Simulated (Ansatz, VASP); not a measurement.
# HfN in VASP and in Ansatz

```xyz
2
Lattice="0.0000 2.0932 2.0932 2.0932 0.0000 2.0932 2.0932 2.0932 0.0000" Properties=species:S:1:pos:R:3 pbc="T T T"
Hf    0.0000    0.0000    0.0000
N     2.0932    2.0932    2.0932
```

Change from the starting cell: volume scaled by 0.78, to set the pressure.

Alike in both runs: task single point; functional PBE; k mesh 17 × 17 × 17; occupations fermi-dirac, width 0.05 eV; no spin polarisation.

|  | VASP | Ansatz |
| --- | --- | --- |
| version | VASP 6.6.1 | Ansatz 0.2.0 |
| potentials or method | VASP PAW PBE potentials, release 64 (Hf_pv, N) | PAW with Ansatz's default frozen-core files, scalar-relativistic |
| plane-wave cutoff (eV) | 520 | 420 |
| valence electrons in the cell | 15 | 31 |

|  | VASP | Ansatz | Ansatz less VASP |
| --- | --- | --- | --- |
| pressure (GPa) | 108.6 | 110.6 | +1.97 |

Both programs put the cell under a high pressure, so it lies far from rest at this level. With one functional, cell and mesh, what is left measures potentials, basis and numerics. VASP's potentials hold 15 valence electrons a cell and Ansatz's 31, so a difference there can come from the potentials and not from the codes.

Spin-orbit coupling is off throughout. Noted on VASP's run: the cell as given lies far from equilibrium.
